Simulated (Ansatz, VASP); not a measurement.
# Two plane-wave programs on TiNbAs6

The input INCAR:

```
SYSTEM = TiNbAs6
  ALGO = Normal
  EDIFF = 1E-6
  EDIFFG = -0.04
  ENCUT = 600
  GGA = PE
  IBRION = 2
  ISIF = 3
  ISMEAR = 0
  LASPH = .TRUE.
  LCHARG = .FALSE.
  LREAL = .FALSE.
  LWAVE = .FALSE.
  NELM = 100
  NSW = 90
  PREC = Accurate
  SIGMA = 0.1
```

Contents of KPOINTS:

```
k-points
0
G
  4 4 4
  0 0 0
```

The input POSCAR:

```
TiNbAs6
1.0
    0.0000000000      5.0420302000      5.0420302000
    5.0420302000      0.0000000000      5.0420302000
    5.0420302000      5.0420302000      0.0000000000
Ti Nb As
1 1 6
Direct
    0.5000000000      0.5000000000      0.5000000000
    0.0000000000      0.0000000000      0.0000000000
    0.7500000000      0.2500000000      0.2500000000
    0.2500000000      0.7500000000      0.7500000000
    0.2500000000      0.7500000000      0.2500000000
    0.7500000000      0.2500000000      0.7500000000
    0.2500000000      0.2500000000      0.7500000000
    0.7500000000      0.7500000000      0.2500000000
```

Input for Ansatz:

```yaml
crystal:
  lattice:
    - [0.0, 5.0420302, 5.0420302]
    - [5.0420302, 0.0, 5.0420302]
    - [5.0420302, 5.0420302, 0.0]
  atoms:
    - { symbol: Ti, position: [0.5, 0.5, 0.5] }
    - { symbol: Nb, position: [0.0, 0.0, 0.0] }
    - { symbol: As, position: [0.75, 0.25, 0.25] }
    - { symbol: As, position: [0.25, 0.75, 0.75] }
    - { symbol: As, position: [0.25, 0.75, 0.25] }
    - { symbol: As, position: [0.75, 0.25, 0.75] }
    - { symbol: As, position: [0.25, 0.25, 0.75] }
    - { symbol: As, position: [0.75, 0.75, 0.25] }
basis:
  ecutwfc: 420
kpoints:
  mp_grid: { grid: [4, 4, 4] }
hamiltonian:
  xc: pbe
scf:
  occupations: { method: gaussian, width: 0.1 }
  lower_state_search: "off"
output:
  forces: true
  stress: true
  eigenvalues: true
relax:
  adjacent_minimum: "off"
  f_tol: 0.04
  max_steps: 70
  cell: { stress_tol: 0.4 }
```

Alike in both runs: task relaxation of cell and atoms; functional PBE; k mesh 4 × 4 × 4; occupations gaussian, width 0.1 eV; no spin polarisation.

|  | VASP | Ansatz |
| --- | --- | --- |
| version | VASP 6.6.1 | Ansatz 0.2.0 |
| potentials or method | VASP PAW PBE potentials, release 64 (Ti_sv, Nb_sv, As), cutoff 600 eV | scalar-relativistic, plane waves, PAW |
| valence electrons in the cell | 55 | 115 |

```tsv
	VASP	Ansatz	Ansatz less VASP
gap on the k mesh at the Fermi level, each at its own relaxed structure (eV)	none	none	-
relaxed volume (Å³/atom)	30.34	30.45	+0.110
relaxed cell length with the largest relative difference (Å)	7.002	7.010	+0.0085
```

A gap of «none» marks a metal or a gap that the smearing closes. VASP's potentials hold 55 valence electrons a cell and Ansatz's 115, so a difference there can come from the potentials and not from the codes.
